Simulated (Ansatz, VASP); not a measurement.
**One calculation of ZrS, two programs**

Contents of INCAR:

```
ALGO = Normal ; EDIFF = 1E-6
ENCUT = 520 ; GGA = PS
ISIF = 2 ; ISMEAR = 0
LASPH = True ; LCHARG = False
LREAL = False ; LWAVE = False
NBANDS = 16 ; NELM = 60
PREC = Accurate ; SIGMA = 0.15
```

KPOINTS

```
k-points
0
Gamma
  16 16 16
```

POSCAR

```
ZrS
1.0
    0.0000000000      2.6737948673      2.4025403156
    2.6737948673      0.0000000000      2.4025403156
    2.6737948673      2.6737948673      0.0000000000
Zr S
1 1
Direct
    0.0000000000      0.0000000000      0.0000000000
    0.5000000000      0.5000000000      0.5000000000
```

Input for Ansatz:

```yaml
crystal:
  lattice:
    - [0.0, 2.6737948673, 2.4025403156]
    - [2.6737948673, 0.0, 2.4025403156]
    - [2.6737948673, 2.6737948673, 0.0]
  atoms:
    - { symbol: Zr, position: [0.0, 0.0, 0.0] }
    - { symbol: S, position: [0.5, 0.5, 0.5] }
basis:
  ecutwfc: 420
kpoints:
  mp_grid: { grid: [16, 16, 16] }
hamiltonian:
  xc: pbesol
  pseudopotentials: { kind: paw, azcp: { folder: soft_1 } }
scf:
  occupations: { method: gaussian, width: 0.15 }
output:
  forces: true
  stress: true
  eigenvalues: true
```

Change from the starting cell: strain +e along x and -e along y +0.0000, strain +e along z and -e/2 along x and y -0.0700.

Alike in both runs: task single point; functional PBEsol; k mesh 16 × 16 × 16; occupations gaussian, width 0.15 eV; no spin polarisation.

|  | VASP | Ansatz |
| --- | --- | --- |
| version | VASP 6.6.1 | Ansatz 0.2.0 |
| potentials or method | VASP PAW PBE potentials, release 64 (Zr_sv, S), cutoff 520 eV | scalar-relativistic, plane waves, PAW |
| valence electrons in the cell | 18 | 18 |

VASP gave:

* gap on the k mesh at the Fermi level (eV): none
* pressure (GPa): 5.8
* traceless stress, the component that is largest in VASP (GPa): 27.83

**Question.** What did Ansatz give for the same quantities?

**Answer.** gap on the k mesh at the Fermi level (eV): none; pressure (GPa): 5.6; traceless stress, the component that is largest in VASP (GPa): 27.69.

VASP's potentials were made for PBE, not for PBEsol, and Ansatz warns of the same on its side. A gap of «none» marks a metal or a gap that the smearing closes.
